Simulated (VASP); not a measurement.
Input of a VASP 6.6.1 run:

File POSCAR:

```
MgO2
1.0
    1.5806896008      0.9126115665      3.4415691918
   -1.5806896008      0.9126115665      3.4415691918
    0.0000000000     -1.8252231330      3.4415691918
Mg O
1 2
Direct
    0.0000000000      0.0000000000      0.0000000000
    0.4287860000      0.4287860000      0.4287860000
    0.5712140000      0.5712140000      0.5712140000
```

Contents of INCAR.step1:

```
ALGO = Normal
EDIFF = 1E-4
ENCUT = 520
GGA = PE
ISMEAR = 0
LASPH = True
LCHARG = False
LREAL = False
LWAVE = True
NBANDS = 14
NELM = 80
PREC = Accurate
SIGMA = 0.05
```

INCAR.step2

```
ALGO = Normal
EDIFF = 1E-6
ENCUT = 520
ISIF = 2
ISMEAR = 0
ISTART = 1
LASPH = True
LCHARG = True
LELF = True
LMIXTAU = True
LREAL = False
LVHAR = True
LWAVE = False
METAGGA = R2SCAN
NBANDS = 14
NELM = 80
PREC = Accurate
SIGMA = 0.05
```

KPOINTS

```
k-points
0
Gamma
  12 12 12
```

Potentials or basis: VASP PAW PBE potentials, release 64 (Mg, O).

Command:

```sh
$ cat potpaw_PBE.64/Mg/POTCAR potpaw_PBE.64/O/POTCAR > POTCAR
$ cp INCAR.step1 INCAR
$ mpirun -np 1 vasp_std > vasp.out
$ cp INCAR.step2 INCAR
$ mpirun -np 1 vasp_std > vasp.out
```

(1) Estimate the pressure.

(2) What does it give for the band gap on the k mesh?

(3) Estimate the largest force.

## Answers

(1) 0.4 GPa.

(2) 3.21 eV.

(3) 0.297 eV/Å.

Caveat: the cell differs from its parent crystal (strain -0.015 along x and y, -0.015 along z); the PAW data sets were made with another functional, which shifts forces and pressure a little.
